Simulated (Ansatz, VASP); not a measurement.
## Ir in VASP and in Ansatz

Contents of POSCAR:

```
Ir
1.0
    0.0000000000      1.8065068646      2.1678082376
    1.8065068646      0.0000000000      2.1678082376
    1.8065068646      1.8065068646      0.0000000000
Ir
1
Direct
    0.0000000000      0.0000000000      0.0000000000
```

The input INCAR.step1:

```
SYSTEM = Ir
PREC = Accurate
ENCUT = 520
ISMEAR = 0
SIGMA = 0.15
LREAL = .False.
LASPH = .True.
NELM = 80
NBANDS = 10
GGA = PE
ALGO = Normal
EDIFF = 1E-4
LWAVE = .True.
LCHARG = .False.
```

Contents of INCAR.step2:

```
SYSTEM = Ir
PREC = Accurate
ENCUT = 520
EDIFF = 1E-6
ISMEAR = 0
SIGMA = 0.15
LREAL = .False.
LASPH = .True.
NELM = 80
ALGO = Normal
ISIF = 2
LWAVE = .False.
LCHARG = .False.
METAGGA = R2SCAN
LMIXTAU = .True.
NBANDS = 10
ISTART = 1
```

KPOINTS

```
regular mesh
0
Gamma
  24 24 24
  0 0 0
```

Input for Ansatz:

```yaml
crystal:
  lattice:
    - [0.0, 1.8065068646, 2.1678082376]
    - [1.8065068646, 0.0, 2.1678082376]
    - [1.8065068646, 1.8065068646, 0.0]
  atoms:
    - { symbol: Ir, position: [0.0, 0.0, 0.0] }
basis:
  ecutwfc: 500
kpoints:
  mp_grid: { grid: [24, 24, 24] }
hamiltonian:
  xc: r2scan
scf:
  occupations: { method: gaussian, width: 0.15 }
output:
  forces: true
  stress: true
  eigenvalues: true
```

Alike in both runs: task single point; functional r2SCAN; k mesh 24 × 24 × 24; occupations gaussian, width 0.15 eV; no spin polarisation.

```csv
,VASP,Ansatz
version,VASP 6.6.1,Ansatz 0.2.0
potentials or method,"VASP PAW PBE potentials, release 64 (Ir), cutoff 520 eV","scalar-relativistic, plane waves, PAW"
valence electrons in the cell,9,17
```

|  | VASP | Ansatz | Ansatz less VASP |
| --- | --- | --- | --- |
| gap on the k mesh at the Fermi level (eV) | none | none | - |
| pressure (GPa) | 13.2 | 10.4 | -2.72 |
| traceless stress, the component that is largest in VASP (GPa) | -43.30 | -43.01 | +0.289 |

VASP's potentials were made for PBE, not for r2SCAN. A gap of «none» marks a metal or a gap that the smearing closes. VASP's potentials hold 9 valence electrons a cell and Ansatz's 17, so a difference there can come from the potentials and not from the codes.

Spin-orbit coupling is off throughout.
